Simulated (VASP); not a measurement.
# AgAu (P-6m2) in VASP: single point with LDA

Aim: the single point of AgAu with LDA.

Program: VASP 6.6.1. These are calculated values, not measurements. Logs are shortened: lines on timing, memory, paths and dates and some standing lists are left out, and cuts for length are marked.

### 1 The cell of the first run

The structure is hexagonal, space group P-6m2 (No. 187). The conventional cell has a = 2.935 Å, b = 2.935 Å, c = 4.697 Å, α = 90.00°, β = 90.00°, γ = 120.00°. Within 3.8 Å of Ag (site symmetry -6m2) lie 6 Au at 2.90 Å and 6 Ag at 2.94 Å. Within 3.8 Å of Au (site symmetry -6m2) lie 6 Ag at 2.90 Å and 6 Au at 2.94 Å.

### 2 Single point, LDA

Input file INCAR:

```
PREC = Accurate
ENCUT = 520
EDIFF = 1E-6
ISMEAR = 0
SIGMA = 0.1
LREAL = F
LASPH = T
NELM = 80
ALGO = Normal
ISIF = 2
LWAVE = F
LCHARG = T
GGA = CA
LELF = T
LVHAR = T
NBANDS = 18
```

Input file KPOINTS:

```
Automatic mesh
0
Gamma
  9 9 4
```

Input file POSCAR:

```
AgAu
1.0
    2.9351665953      0.0000000000      0.0000000000
   -1.4675832977      2.5419288359      0.0000000000
    0.0000000000      0.0000000000      4.6969050500
Ag Au
1 1
Direct
    0.0000000000      0.0000000000      0.5000000000
    0.6666666700      0.3333333300      0.0000000000
```

Potentials or basis: VASP PAW LDA potentials, release 64 (Ag, Au).

Run with:

```bash
$ cat potpaw_LDA.64/Ag/POTCAR potpaw_LDA.64/Au/POTCAR > POTCAR
$ mpirun -np 1 vasp_std > vasp.out
```

OUTCAR:

```text
PREC = Accurate
   ENCUT = 520
   EDIFF = 1E-6
   ISMEAR = 0
   LREAL = F
   LASPH = T
   NELM = 80
   ISIF = 2
   GGA = CA

 ion  position               nearest neighbor table
   1  0.000  0.000  0.500-   2 2.90   2 2.90   2 2.90   2 2.90   2 2.90   2 2.90
   2  0.667  0.333  0.000-   1 2.90   1 2.90   1 2.90   1 2.90   1 2.90   1 2.90

  LATTYP: Found a hexagonal cell.
 ALAT       =     2.9351665953
 C/A-ratio  =     1.6002175337

  Lattice vectors:

 A1 = (   2.9351665953,   0.0000000000,   0.0000000000)
 A2 = (  -1.4675832977,   2.5419288359,   0.0000000000)
 A3 = (   0.0000000000,   0.0000000000,   4.6969050500)

Analysis of symmetry for initial positions (statically):
=====================================================================
 Subroutine PRICEL returns:
 Original cell was already a primitive cell.

 Routine SETGRP: Setting up the symmetry group for a
 hexagonal supercell.

 Subroutine GETGRP returns: Found 12 space group operations
 (whereof 12 operations were pure point group operations)
 out of a pool of 24 trial point group operations.

The static configuration has the point symmetry D_3h.

Analysis of symmetry for dynamics (positions and initial velocities):
=====================================================================
 Subroutine PRICEL returns:
 Original cell was already a primitive cell.

 Routine SETGRP: Setting up the symmetry group for a
 hexagonal supercell.

 Subroutine GETGRP returns: Found 12 space group operations
 (whereof 12 operations were pure point group operations)
 out of a pool of 24 trial point group operations.

The dynamic configuration has the point symmetry D_3h.

 Subroutine INISYM returns: Found 12 space group operations
 (whereof 12 operations are pure point group operations),
 and found     1 'primitive' translations

----------------------------------------------------------------------------------------

                                     Primitive cell

  volume of cell :      35.0435

  direct lattice vectors                    reciprocal lattice vectors
     2.935166595  0.000000000  0.000000000     0.340696164  0.196701022  0.000000000
    -1.467583298  2.541928836  0.000000000     0.000000000  0.393402044  0.000000000
     0.000000000  0.000000000  4.696905050     0.000000000  0.000000000  0.212906156

  length of vectors
     2.935166595  2.935166595  4.696905050     0.393402044  0.393402044  0.212906156

  position of ions in fractional coordinates (direct lattice)
     0.000000000  0.000000000  0.500000000
     0.666666670  0.333333330  0.000000000

  ion indices of the primitive-cell ions
   primitive index   ion index
                 1           1
                 2           2

----------------------------------------------------------------------------------------

 KPOINTS: Automatic mesh

Automatic generation of k-mesh.
 Grid dimensions read from file:
 generate k-points for:    9    9    4

 Generating k-lattice:

  Cartesian coordinates                     Fractional coordinates (reciprocal lattice)
     0.037855129  0.021855669  0.000000000     0.111111111  0.000000000  0.000000000
     0.000000000  0.043711338  0.000000000     0.000000000  0.111111111  0.000000000
     0.000000000  0.000000000  0.053226539     0.000000000  0.000000000  0.250000000

  Length of vectors
     0.043711338  0.043711338  0.053226539

  Shift w.r.t. Gamma in fractional coordinates (k-lattice)
     0.000000000  0.000000000  0.000000000

 Subroutine IBZKPT returns following result:
 ===========================================

 Found     36 irreducible k-points:

 Following reciprocal coordinates:
            Coordinates               Weight
  0.000000  0.000000  0.000000      1.000000
  0.111111 -0.000000  0.000000      6.000000
  0.222222  0.000000  0.000000      6.000000
  0.333333 -0.000000  0.000000      6.000000
  0.444444  0.000000  0.000000      6.000000
  0.111111  0.111111  0.000000      6.000000
[... 16 lines left out ...]
  0.333333  0.222222  0.250000     24.000000
  0.333333  0.333333  0.250000      4.000000
 [... further k-points ...]
   k-points           NKPTS =     36   k-points in BZ     NKDIM =     36   number of bands    NBANDS=     18
   number of dos      NEDOS =    301   number of ions     NIONS =      2
   total plane-waves  NPLWV =  20736
   dimension x,y,z NGX =    24 NGY =   24 NGZ =   36
   dimension x,y,z NGXF=    48 NGYF=   48 NGZF=   72
   ions per type =               1   1
   NGX,Y,Z   is equivalent  to a cutoff of  13.59, 13.59, 12.74 a.u.
   NGXF,Y,Z  is equivalent  to a cutoff of  27.19, 27.19, 25.48 a.u.
 SYSTEM =  unknown system
   PREC   = accura    normal or accurate (medium, high low for compatibility)
   ISTART =      0    job   : 0-new  1-cont  2-samecut
   ICHARG =      2    charge: 1-file 2-atom 10-const
   ISPIN  =      1    spin polarized calculation?
   LNONCOLLINEAR =      F non collinear calculations
   LSORBIT =      F    spin-orbit coupling
   LASPH  =      T    aspherical Exc in radial PAW
   ENCUT  =  520.0 eV  38.22 Ry    6.18 a.u.   5.46  5.46  8.73*2*pi/ulx,y,z
   NELM   =     80;   NELMIN=  2; NELMDL= -5     # of ELM steps
   EDIFF  = 0.1E-05   stopping-criterion for ELM
   LREAL  =      F    real-space projection
   EDIFFG = 0.1E-04   stopping-criterion for IOM
   NSW    =      0    number of steps for IOM
   IBRION =     -1    ionic relax: 0-MD 1-quasi-New 2-CG
   NFREE  =      0    steps in history (QN), initial steepest desc. (CG)
   ISIF   =      2    stress and relaxation
   ISYM   =      2    0-nonsym 1-usesym 2-fastsym
   POTIM  = 0.5000    time-step for ionic-motion
   TEBEG  =    0.0;   TEEND  =   0.0 temperature during run
   PSTRESS=    0.0 pullay stress
   NELECT =      22.0000    total number of electrons
   NUPDOWN=      -1.0000    fix difference up-down
   EMIN   =  10.00;   EMAX   =-10.00  energy-range for DOS
   EFERMI =   0.00;   METHOD = LEGACY
   ISMEAR =     0;   SIGMA  =   0.10  broadening in eV -4-tet -1-fermi 0-gaus
   EFERMI_NEDOS =   21; number of points for ismear=-14 and -15
   IALGO  =     38    algorithm
   IMIX   =      4    mixing-type and parameters
     AMIX     =   0.40;   BMIX     =  1.00
     AMIX_MAG =   1.60;   BMIX_MAG =  1.00
  volume/ion in A,a.u.               =      17.52       118.24
  Fermi-wavevector in a.u.,A,eV,Ry     =   1.401780  2.648979 26.735260  1.964986
  Thomas-Fermi vector in A             =   2.524607
   LORBIT       =      0    0 simple, 1 ext, 2 COOP (PROOUT), +10 PAW based schemes
   GGA     = CA    functional components
   LHFCALC =     F    Hartree Fock is set to
   AEXX    =    0.0000 exact exchange contribution
   IVDW    =     0    specifies the selected vdW correction
   LEPSILON=     F    determine dielectric tensor
   LRPA    =     F    only Hartree local field effects (RPA)
 non-spin polarized calculation
 Gauss-broadening in eV      SIGMA  =   0.10
  energy-cutoff  :      520.00
  volume of cell :       35.04
 maximum number of plane-waves:       966
 NGX is ok and might be reduce to    24
   NGX = 11   NGY = 11   NGZ = 17

 number of electron      22.0000006 magnetization

 Free energy of the ion-electron system (eV)
  ---------------------------------------------------
  ext. energy  EPLUGINS =         0.00000000
  ---------------------------------------------------
  free energy    TOTEN  =        -8.23979181 eV

  energy without entropy =       -8.23658870  energy(sigma->0) =       -8.23819026

 E-fermi :   8.2716     XC(G=0): -12.6237

 val. band max:        8.1530963269   @ k =   0.2222   0.0000   0.2500
 cond. band min:       8.3067874407   @ k =   0.3333   0.1111   0.5000
 fundamental gap:      0.1536911138
 Fermi energy:         8.2715688288

 k-point     1 :       0.0000    0.0000    0.0000
  band No.  band energies     occupation
      1      -0.4665      2.00000
      2       1.7768      2.00000
      3       3.7018      2.00000
      4       3.7018      2.00000
      5       3.7676      2.00000
      6       4.1535      2.00000
[... 10 lines left out ...]
     17      25.7061      0.00000
     18      25.7061      0.00000

 k-point     2 :       0.1111   -0.0000    0.0000
  band No.  band energies     occupation
      1      -0.1142      2.00000
      2       1.9897      2.00000
      3       3.4643      2.00000
      4       3.8757      2.00000
      5       3.9302      2.00000
      6       4.1247      2.00000
[... 10 lines left out ...]
     17      25.6974      0.00000
     18      26.4906      0.00000

 k-point     3 :       0.2222    0.0000    0.0000
  band No.  band energies     occupation
      1       0.8188      2.00000
      2       2.3401      2.00000
      3       3.3191      2.00000
      4       3.4642      2.00000
      5       3.8449      2.00000
      6       3.9774      2.00000
[... 10 lines left out ...]
     17      24.4509      0.00000
     18      25.4658      0.00000

 k-point     4 :       0.3333   -0.0000    0.0000
  band No.  band energies     occupation
      1       1.7288      2.00000
      2       2.2405      2.00000
      3       2.7760      2.00000
      4       3.7387      2.00000
      5       3.7648      2.00000
      6       4.0235      2.00000
[... 375 lines left out ...]
      4       3.1912      2.00000
      5       3.8401      2.00000
      6       3.9411      2.00000
[... 10 lines left out ...]
     17      20.2000      0.00000
     18      24.5440      0.00000

 k-point    23 :       0.3333    0.2222    0.2500
  band No.  band energies     occupation
      1       2.2795      2.00000
      2       2.7267      2.00000
      3       2.9097      2.00000
      4       3.1592      2.00000
      5       3.5873      2.00000
      6       4.1721      2.00000
[... 10 lines left out ...]
     17      20.4214      0.00000
     18      22.5240      0.00000

 k-point    24 :       0.3333    0.3333    0.2500
  band No.  band energies     occupation
      1       2.6216      2.00000
      2       2.7003      2.00000
      3       2.8156      2.00000
      4       3.3889      2.00000
      5       3.6440      2.00000
      6       3.8761      2.00000
[... 10 lines left out ...]
     17      21.9655      0.00000
     18      22.3093      0.00000

 [... further k-points ...]
[... 5 lines left out ...]
  --------------------------------------------------------------------------------------
  -------------------------------------------------------------------------------------
  Total       -2.4048855     -2.4048855     -1.3913028      0.0000000      0.0000000      0.0000000
  in kB     -109.9504610   -109.9504610    -63.6098422      0.0000000      0.0000000      0.0000000
  external PRESSURE =     -94.5035880 kB  Pullay stress =       0.0000000 kB

 VOLUME and BASIS-vectors are now :
 -----------------------------------------------------------------------------
  energy-cutoff  :      520.00
  volume of cell :       35.04
      direct lattice vectors                 reciprocal lattice vectors
     2.935166595  0.000000000  0.000000000     0.340696164  0.196701022  0.000000000
    -1.467583298  2.541928836  0.000000000     0.000000000  0.393402044  0.000000000
     0.000000000  0.000000000  4.696905050     0.000000000  0.000000000  0.212906156

 POSITION                                       TOTAL-FORCE (eV/Angst)
 -----------------------------------------------------------------------------------
      0.00000      0.00000      2.34845         0.000000     -0.000000      0.000000
      1.46758      0.84731      0.00000        -0.000000      0.000000      0.000000
 -----------------------------------------------------------------------------------
    total drift:                               -0.000004      0.000003      0.000000

  FREE ENERGIE OF THE ION-ELECTRON SYSTEM (eV)
  ---------------------------------------------------
  free  energy   TOTEN  =        -8.2397918148 eV

  energy  without entropy=       -8.2365886977  energy(sigma->0) =       -8.23819026
```

Run time: 8.2 s. Hardware: 1 thread of Intel Xeon Platinum 8488C (Sapphire Rapids), shared host; peak memory 0.15 GiB.

What came out:

| Quantity | Value |
| --- | --- |
| Free energy | -8.2398 eV |
| Pressure | -9.5 GPa |
| Band gap on the k mesh | zero (band 11 reaches 11.87 eV, above the bottom of band 12 at 5.61 eV) |

Levels at points of the mesh, in eV from the Fermi level:
| k point | band 9 | band 10 | band 11 | band 12 | band 13 | band 14 |
| --- | --- | --- | --- | --- | --- | --- |
| (0.00, 0.00, 0.00) | -3.95 | -2.48 | -2.48 | -0.44 | 3.48 | 14.79 |
| (0.00, 0.00, 0.50) | -3.19 | -3.19 | -2.66 | -2.66 | 11.10 | 11.77 |

Caveat: spin-orbit coupling is left out, which moves the levels of the heavy elements.
